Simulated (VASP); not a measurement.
Crystal: CsMoPb4.

```
CELL_PARAMETERS angstrom
0.00000 4.70453 4.70453
4.70453 0.00000 4.70453
4.70453 4.70453 0.00000
ATOMIC_POSITIONS crystal
Cs 0.50000 0.50000 0.50000
Mo 0.25000 0.25000 0.25000
Pb 0.87474 0.37579 0.87474
Pb 0.87474 0.87474 0.37579
Pb 0.87474 0.87474 0.87474
Pb 0.37579 0.87474 0.87474
```

The cell was built from a structure type or drawn by symmetry, and may not be a known phase.

Base run:

- Program: VASP 6.6.1
- Functional: PBE
- Potentials or basis: VASP PAW PBE potentials, release 64 (Cs_sv, Mo_sv, Pb_d)
- Cutoff: 520 eV
- k mesh: 4 × 4 × 4
- Occupations: gaussian, width 0.1 eV
- Spin: collinear spin
- Starting moments: [0.0, 1.0, 0.0, 0.0, 0.0, 0.0] μB

Its results: pressure 0.0 GPa; largest force 0.144 eV/Å.

Q: The run is repeated on the same cell with these changes: spin from collinear spin to no spin polarisation; further incar settings from ALGO = Fast; EDIFF = 1e-07; NBANDS = 52 to ALGO = Normal; EDIFF = 1e-06; NBANDS = 48. What comes out?

A: Pressure -2.0 GPa; largest force 0.346 eV/Å.
